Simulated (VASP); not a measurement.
# RuAu (Pnma) in VASP: single point with PBE

Aim: the single point of RuAu with PBE.

Everything below comes from runs of VASP 6.6.1. Logs are shortened: lines on timing, memory, paths and dates and some standing lists are left out, and cuts for length are marked.

## Step 1: The cell of the first run

Symmetry: Pnma, No. 62, orthorhombic system. Conventional cell: a = 4.816 Å, b = 4.681 Å, c = 5.597 Å, α = 90.00°, β = 90.00°, γ = 90.00°. Ru (site symmetry m) has 4 Ru at 2.74 to 2.88 Å and 8 Au at 2.76 to 2.88 Å within 3.6 Å. Au (site symmetry m) has 8 Ru at 2.76 to 2.88 Å and 4 Au at 2.77 to 2.89 Å within 3.6 Å.

## Step 2: Single point, PBE

File INCAR:

```
PREC = Accurate
ENCUT = 520
EDIFF = 1E-6
ISMEAR = 0
SIGMA = 0.0582
LREAL = F
LASPH = T
NELM = 60
ALGO = Normal
ISIF = 2
LWAVE = F
LCHARG = T
GGA = PE
LELF = T
LVHAR = T
NBANDS = 60
```

File KPOINTS:

```
regular mesh
0
Gamma
  5 7 4
```

File POSCAR:

```
RuAu
1.0
    4.8159410140      0.0000000000      0.0000000000
    0.0000000000      4.6808474357      0.0000000000
    0.0000000000      0.0000000000      5.5965129885
Ru Au
4 4
Direct
    0.0799455655      0.2500000000      0.6324409151
    0.4200544345      0.7500000000      0.1324409151
    0.5799455655      0.2500000000      0.8675590849
    0.9200544345      0.7500000000      0.3675590849
    0.0945184062      0.2500000000      0.1282947419
    0.4054815938      0.7500000000      0.6282947419
    0.5945184062      0.2500000000      0.3717052581
    0.9054815938      0.7500000000      0.8717052581
```

Potentials or basis: VASP PAW PBE potentials, release 64 (Ru_pv, Au).

Run with:

```console
cat potpaw_PBE.64/Ru_pv/POTCAR potpaw_PBE.64/Au/POTCAR > POTCAR
mpirun -np 1 vasp_std > vasp.out
```

OUTCAR:

```text
PREC = Accurate
   ENCUT = 520
   EDIFF = 1E-6
   ISMEAR = 0
   LREAL = F
   LASPH = T
   NELM = 60
   ISIF = 2
   GGA = PE

 ion  position               nearest neighbor table
   1  0.080  0.250  0.632-   3 2.74   3 2.74   7 2.76   5 2.78   6 2.82   6 2.82   5 2.82   8 2.82
                             8 2.82   4 2.88   4 2.88   7 2.88
   2  0.420  0.750  0.132-   4 2.74   4 2.74   8 2.76   6 2.78   5 2.82   5 2.82   6 2.82   7 2.82
                             7 2.82   3 2.88   3 2.88   8 2.88
   3  0.580  0.250  0.868-   1 2.74   1 2.74   5 2.76   7 2.78   8 2.82   8 2.82   7 2.82   6 2.82
                             6 2.82   2 2.88   2 2.88   5 2.88
   4  0.920  0.750  0.368-   2 2.74   2 2.74   6 2.76   8 2.78   7 2.82   7 2.82   8 2.82   5 2.82
                             5 2.82   1 2.88   1 2.88   6 2.88
   5  0.095  0.250  0.128-   3 2.76   7 2.77   7 2.77   1 2.78   2 2.82   2 2.82   1 2.82   4 2.82
                             4 2.82   3 2.88   8 2.89   8 2.89
   6  0.405  0.750  0.628-   4 2.76   8 2.77   8 2.77   2 2.78   1 2.82   1 2.82   2 2.82   3 2.82
                             3 2.82   4 2.88   7 2.89   7 2.89
   7  0.595  0.250  0.372-   1 2.76   5 2.77   5 2.77   3 2.78   4 2.82   4 2.82   3 2.82   2 2.82
                             2 2.82   1 2.88   6 2.89   6 2.89
   8  0.905  0.750  0.872-   2 2.76   6 2.77   6 2.77   4 2.78   3 2.82   3 2.82   4 2.82   1 2.82
                             1 2.82   2 2.88   5 2.89   5 2.89

  LATTYP: Found a simple orthorhombic cell.
 ALAT       =     4.6808474357
 B/A-ratio  =     1.0288609232
 C/A-ratio  =     1.1956196106

  Lattice vectors:

 A1 = (   0.0000000000,  -4.6808474357,   0.0000000000)
 A2 = (   4.8159410140,   0.0000000000,   0.0000000000)
 A3 = (   0.0000000000,   0.0000000000,   5.5965129885)

Analysis of symmetry for initial positions (statically):
=====================================================================
 Subroutine PRICEL returns:
 Original cell was already a primitive cell.

 Routine SETGRP: Setting up the symmetry group for a
 simple orthorhombic supercell.

 Subroutine GETGRP returns: Found  8 space group operations
 (whereof  2 operations were pure point group operations)
 out of a pool of  8 trial point group operations.

The static configuration has the point symmetry S_2 .
 The point group associated with its full space group is D_2h.

Analysis of symmetry for dynamics (positions and initial velocities):
=====================================================================
 Subroutine PRICEL returns:
 Original cell was already a primitive cell.

 Routine SETGRP: Setting up the symmetry group for a
 simple orthorhombic supercell.

 Subroutine GETGRP returns: Found  8 space group operations
 (whereof  2 operations were pure point group operations)
 out of a pool of  8 trial point group operations.

The dynamic configuration has the point symmetry S_2 .
 The point group associated with its full space group is D_2h.

 Subroutine INISYM returns: Found  8 space group operations
 (whereof  2 operations are pure point group operations),
 and found     1 'primitive' translations

----------------------------------------------------------------------------------------

                                     Primitive cell

  volume of cell :     126.1604

  direct lattice vectors                    reciprocal lattice vectors
     4.815941014  0.000000000  0.000000000     0.207643739  0.000000000  0.000000000
     0.000000000  4.680847436  0.000000000     0.000000000  0.213636529  0.000000000
     0.000000000  0.000000000  5.596512988     0.000000000  0.000000000  0.178682691

  length of vectors
     4.815941014  4.680847436  5.596512988     0.207643739  0.213636529  0.178682691

  position of ions in fractional coordinates (direct lattice)
     0.079945565  0.250000000  0.632440915
     0.420054435  0.750000000  0.132440915
     0.579945565  0.250000000  0.867559085
     0.920054435  0.750000000  0.367559085
     0.094518406  0.250000000  0.128294742
     0.405481594  0.750000000  0.628294742
     0.594518406  0.250000000  0.371705258
     0.905481594  0.750000000  0.871705258

  ion indices of the primitive-cell ions
   primitive index   ion index
                 1           1
                 2           2
                 3           3
                 4           4
                 5           5
                 6           6
                 7           7
                 8           8

----------------------------------------------------------------------------------------

 KPOINTS: regular mesh

Automatic generation of k-mesh.
 Grid dimensions read from file:
 generate k-points for:    5    7    4

 Generating k-lattice:

  Cartesian coordinates                     Fractional coordinates (reciprocal lattice)
     0.041528748  0.000000000  0.000000000     0.200000000  0.000000000  0.000000000
     0.000000000  0.030519504  0.000000000     0.000000000  0.142857143  0.000000000
     0.000000000  0.000000000  0.044670673     0.000000000  0.000000000  0.250000000

  Length of vectors
     0.041528748  0.030519504  0.044670673

  Shift w.r.t. Gamma in fractional coordinates (k-lattice)
     0.000000000  0.000000000  0.000000000

 Subroutine IBZKPT returns following result:
 ===========================================

 Found     36 irreducible k-points:

 Following reciprocal coordinates:
            Coordinates               Weight
  0.000000  0.000000  0.000000      1.000000
  0.200000  0.000000  0.000000      2.000000
  0.400000  0.000000  0.000000      2.000000
  0.000000  0.142857  0.000000      2.000000
  0.200000  0.142857  0.000000      4.000000
  0.400000  0.142857  0.000000      4.000000
[... 16 lines left out ...]
  0.200000  0.428571  0.250000      8.000000
  0.400000  0.428571  0.250000      8.000000
 [... further k-points ...]
   k-points           NKPTS =     36   k-points in BZ     NKDIM =     36   number of bands    NBANDS=     60
   number of dos      NEDOS =    301   number of ions     NIONS =      8
   total plane-waves  NPLWV =  54432
   dimension x,y,z NGX =    36 NGY =   36 NGZ =   42
   dimension x,y,z NGXF=    72 NGYF=   72 NGZF=   84
   ions per type =               4   4
   NGX,Y,Z   is equivalent  to a cutoff of  12.43, 12.79, 12.48 a.u.
   NGXF,Y,Z  is equivalent  to a cutoff of  24.85, 25.57, 24.95 a.u.
 SYSTEM =  unknown system
   PREC   = accura    normal or accurate (medium, high low for compatibility)
   ISTART =      0    job   : 0-new  1-cont  2-samecut
   ICHARG =      2    charge: 1-file 2-atom 10-const
   ISPIN  =      1    spin polarized calculation?
   LNONCOLLINEAR =      F non collinear calculations
   LSORBIT =      F    spin-orbit coupling
   LASPH  =      T    aspherical Exc in radial PAW
   ENCUT  =  520.0 eV  38.22 Ry    6.18 a.u.   8.95  8.70 10.41*2*pi/ulx,y,z
   NELM   =     60;   NELMIN=  2; NELMDL= -5     # of ELM steps
   EDIFF  = 0.1E-05   stopping-criterion for ELM
   LREAL  =      F    real-space projection
[... 7 lines left out ...]
   TEBEG  =    0.0;   TEEND  =   0.0 temperature during run
   PSTRESS=    0.0 pullay stress
   NELECT =     100.0000    total number of electrons
   NUPDOWN=      -1.0000    fix difference up-down
   EMIN   =  10.00;   EMAX   =-10.00  energy-range for DOS
   EFERMI =   0.00;   METHOD = LEGACY
   ISMEAR =     0;   SIGMA  =   0.06  broadening in eV -4-tet -1-fermi 0-gaus
   EFERMI_NEDOS =   21; number of points for ismear=-14 and -15
   IALGO  =     38    algorithm
   IMIX   =      4    mixing-type and parameters
     AMIX     =   0.40;   BMIX     =  1.00
     AMIX_MAG =   1.60;   BMIX_MAG =  1.00
  volume/ion in A,a.u.               =      15.77       106.42
  Fermi-wavevector in a.u.,A,eV,Ry     =   1.515074  2.863074 31.231473  2.295449
  Thomas-Fermi vector in A             =   2.624646
   LORBIT       =      0    0 simple, 1 ext, 2 COOP (PROOUT), +10 PAW based schemes
   GGA     = PE    functional components
   LHFCALC =     F    Hartree Fock is set to
   AEXX    =    0.0000 exact exchange contribution
   IVDW    =     0    specifies the selected vdW correction
   LEPSILON=     F    determine dielectric tensor
   LRPA    =     F    only Hartree local field effects (RPA)
 non-spin polarized calculation
 Gauss-broadening in eV      SIGMA  =   0.06
  energy-cutoff  :      520.00
  volume of cell :      126.16
 maximum number of plane-waves:      3430
 NGX is ok and might be reduce to    36
   NGX = 17   NGY = 17   NGZ = 21

 number of electron     100.0000000 magnetization

 number of electron      99.9999991 magnetization

 Free energy of the ion-electron system (eV)
  ---------------------------------------------------
  ext. energy  EPLUGINS =         0.00000000
  ---------------------------------------------------
  free energy    TOTEN  =       -46.16087413 eV

  energy without entropy =      -46.13949734  energy(sigma->0) =      -46.15018573

 E-fermi :  10.5307     XC(G=0): -13.1927

 val. band max:       10.5264971104   @ k =   0.0000   0.1429   0.0000
 cond. band min:      10.5370139092   @ k =   0.2000   0.4286   0.0000
 fundamental gap:      0.0105167988
 Fermi energy:        10.5307001878

 k-point     1 :       0.0000    0.0000    0.0000
  band No.  band energies     occupation
      1     -32.3332      2.00000
      2     -32.3293      2.00000
      3     -32.1904      2.00000
      4     -32.1842      2.00000
      5     -32.1430      2.00000
      6     -32.1231      2.00000
[... 52 lines left out ...]
     59      15.9425      0.00000
     60      16.6673      0.00000

 k-point     2 :       0.2000    0.0000    0.0000
  band No.  band energies     occupation
      1     -32.3281      2.00000
      2     -32.3044      2.00000
      3     -32.2037      2.00000
      4     -32.1860      2.00000
      5     -32.1476      2.00000
      6     -32.1411      2.00000
[... 1375 lines left out ...]
     59      14.7709      0.00000
     60      15.1519      0.00000

 k-point    24 :       0.4000    0.4286    0.2500
  band No.  band energies     occupation
      1     -32.2886      2.00000
      2     -32.2831      2.00000
      3     -32.2427      2.00000
      4     -32.2380      2.00000
      5     -32.1156      2.00000
      6     -32.1112      2.00000
[... 52 lines left out ...]
     59      12.5344      0.00000
     60      13.2714      0.00000

 [... further k-points ...]

------------------------ aborting loop because EDIFF is reached ----------------------------------------

  FORCE on cell =-STRESS in cart. coord.  units (eV):
  Direction    XX          YY          ZZ          XY          YZ          ZX
  --------------------------------------------------------------------------------------
  -------------------------------------------------------------------------------------
  Total       -0.2260284     -0.2196880     -0.1769706      0.0000000      0.0000000      0.0000000
  in kB       -2.8704527     -2.7899334     -2.2474425      0.0000000      0.0000000      0.0000000
  external PRESSURE =      -2.6359428 kB  Pullay stress =       0.0000000 kB

 VOLUME and BASIS-vectors are now :
 -----------------------------------------------------------------------------
  energy-cutoff  :      520.00
  volume of cell :      126.16
      direct lattice vectors                 reciprocal lattice vectors
     4.815941014  0.000000000  0.000000000     0.207643739  0.000000000  0.000000000
     0.000000000  4.680847436  0.000000000     0.000000000  0.213636529  0.000000000
     0.000000000  0.000000000  5.596512988     0.000000000  0.000000000  0.178682691

 POSITION                                       TOTAL-FORCE (eV/Angst)
 -----------------------------------------------------------------------------------
      0.38501      1.17021      3.53946        -0.003793     -0.000000     -0.002928
      2.02296      3.51064      0.74121         0.003793      0.000000     -0.002928
      2.79298      1.17021      4.85531        -0.003793     -0.000000      0.002928
      4.43093      3.51064      2.05705         0.003793     -0.000000      0.002928
      0.45520      1.17021      0.71800        -0.002660     -0.000000     -0.001582
      1.95278      3.51064      3.51626         0.002660     -0.000000     -0.001582
      2.86317      1.17021      2.08025        -0.002660      0.000000      0.001582
      4.36075      3.51064      4.87851         0.002660      0.000000      0.001582
 -----------------------------------------------------------------------------------
    total drift:                                0.000000     -0.000000     -0.000000

  FREE ENERGIE OF THE ION-ELECTRON SYSTEM (eV)
  ---------------------------------------------------
  free  energy   TOTEN  =       -46.1608741325 eV

  energy  without entropy=      -46.1394973354  energy(sigma->0) =      -46.15018573
```

Wall time 8.6 min (1 thread of AMD EPYC 7R13, shared host); peak memory 0.32 GiB.

Results:

```yaml
Free_energy: -46.1609 eV
Pressure: -0.3 GPa
Largest_force: 0.005 eV/Å
Band_gap_on_the_k_mesh: zero (bands 50 and 51 overlap by 0.74 eV)
```

Forces on the atoms (eV/Å):
```
Ru  -0.004  0.000 -0.003
Ru   0.004  0.000 -0.003
Ru  -0.004  0.000  0.003
Ru   0.004  0.000  0.003
Au  -0.003  0.000 -0.002
Au   0.003  0.000 -0.002
Au  -0.003  0.000  0.002
Au   0.003  0.000  0.002
```

Caveat: spin-orbit coupling is left out, which moves the levels of the heavy elements.
